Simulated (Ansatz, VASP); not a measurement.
**One calculation of Ti, two programs**

File INCAR:

```
PREC = Accurate
ENCUT = 520
EDIFF = 1E-7
ISMEAR = -1
SIGMA = 0.1
LREAL = F
LASPH = T
NELM = 60
ALGO = Normal
ISIF = 2
LWAVE = F
LCHARG = F
GGA = PE
NBANDS = 19
```

File KPOINTS:

```
regular mesh
0
Gamma
  4 4 3
```

File POSCAR:

```
Ti
1.0
    2.9390756844      0.0000000000      0.0000000000
   -1.4695378422      2.5453142064      0.0000000000
    0.0000000000      0.0000000000      4.6559893251
Ti
2
Direct
    0.3333333333      0.6666666667      0.2500000000
    0.6666666667      0.3333333333      0.7500000000
```

Input for Ansatz:

```yaml
crystal:
  lattice:
    - [2.9390756844, 0.0, 0.0]
    - [-1.4695378422, 2.5453142064, 0.0]
    - [0.0, 0.0, 4.6559893251]
  atoms:
    - { symbol: Ti, position: [0.3333333333, 0.6666666667, 0.25] }
    - { symbol: Ti, position: [0.6666666667, 0.3333333333, 0.75] }
hamiltonian:
  xc: pbe
  pseudopotentials:
    kind: paw
    azcp:
      Ti: "pseudopotentials/Ti.paw.azcp"
basis:
  ecutwfc: 420
  fft_grid_basis: typed
kpoints:
  mp_grid: { grid: [4, 4, 3], shift: [0, 0, 0] }
magnetization:
  spin_polarized: false
scf:
  occupations: { method: fermi_dirac, width: 0.1 }
  lower_state_search: "off"
output:
  stress: true
```

Alike in both runs: task single point; functional PBE; k mesh 4 × 4 × 3; occupations fermi-dirac, width 0.1 eV; no spin polarisation.

|  | VASP | Ansatz |
| --- | --- | --- |
| version | VASP 6.6.1 | Ansatz 0.2.0 |
| potentials or method | VASP PAW PBE potentials, release 64 (Ti_sv), cutoff 520 eV | plane waves (420 eV) with PAW, scalar-relativistic |
| valence electrons in the cell | 24 | 24 |

Ansatz gave:

| Property | Result |
| --- | --- |
| pressure (GPa) | 0.4 |
| traceless stress, the component that is largest in VASP (GPa) | -3.54 |

Question: Which values does VASP return?

Answer: Pressure (GPa): 0.2; traceless stress, the component that is largest in VASP (GPa): -3.53.

With one functional, cell and mesh, what is left measures potentials, basis and numerics.

The k mesh is coarse, so the values compare programs but aren't converged.
